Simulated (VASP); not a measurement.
Crystal: HfO2.

```xyz
6
Lattice="3.6043 0.0000 0.0000 0.0000 3.6043 0.0000 0.0000 0.0000 5.2636" Properties=species:S:1:pos:R:3 pbc="T T T"
Hf    1.8022    1.8022    2.6318
Hf    0.0000    0.0000    0.0000
O     0.0000    1.8022    3.6492
O     1.8022    0.0000    4.2463
O     1.8022    0.0000    1.6144
O     0.0000    1.8022    1.0174
```

| Property | Result |
| --- | --- |
| Program | VASP 6.6.1 |
| Task | relaxation of cell and atoms |
| Functional | PBEsol |
| Potentials or basis | VASP PAW PBE potentials, release 64 (Hf_pv, O) |
| Cutoff | 600 eV |
| k mesh | 6 × 6 × 4 |
| Occupations | fermi-dirac, width 0.02 eV |
| Spin | no spin polarisation |

At the start: pressure -10.6 GPa; volume 11.40 Å³/atom.

Task: How do energy, volume and symmetry change on relaxing?

Result: Over 11 steps the energy falls by 20.3 meV/atom and the volume is 10.78 Å³/atom (-5.4 %); space group P4_2/nmc (No. 137, to 0.1 Å) before and after.

Step by step:
```
step  energy change (eV)  largest force (eV/Å)  pressure (GPa)  volume (Å³)
   1              0.0000                0.0890          -10.61        68.38
   2              0.1577                0.6756           20.31        61.18
   3             -0.1017                0.1781           -0.31        65.50
   4             -0.1017                0.1837           -0.11        65.44
   5             -0.1082                0.1609           -0.06        65.29
   6             -0.1161                0.1055            0.18        64.84
   7             -0.1204                0.0497           -0.09        64.80
   8             -0.1215                0.0194           -0.42        64.74
   9             -0.1217                0.0027           -0.34        64.76
  10             -0.1217                0.0055            0.26        64.59
  11             -0.1218                0.0016            0.01        64.67
```

Final structure:
```
Hf O
1.0
     3.55066    0.00000    0.00000
     0.00000    3.55066    0.00000
     0.00000    0.00000    5.12973
Hf O
2 4
Direct
  0.50000 0.50000 0.50000
  0.00000 0.00000 0.00000
  0.00000 0.50000 0.70245
  0.50000 0.00000 0.79755
  0.50000 0.00000 0.29755
  0.00000 0.50000 0.20245
```

Caveat: the PAW data sets were made with another functional, which shifts forces and pressure a little.
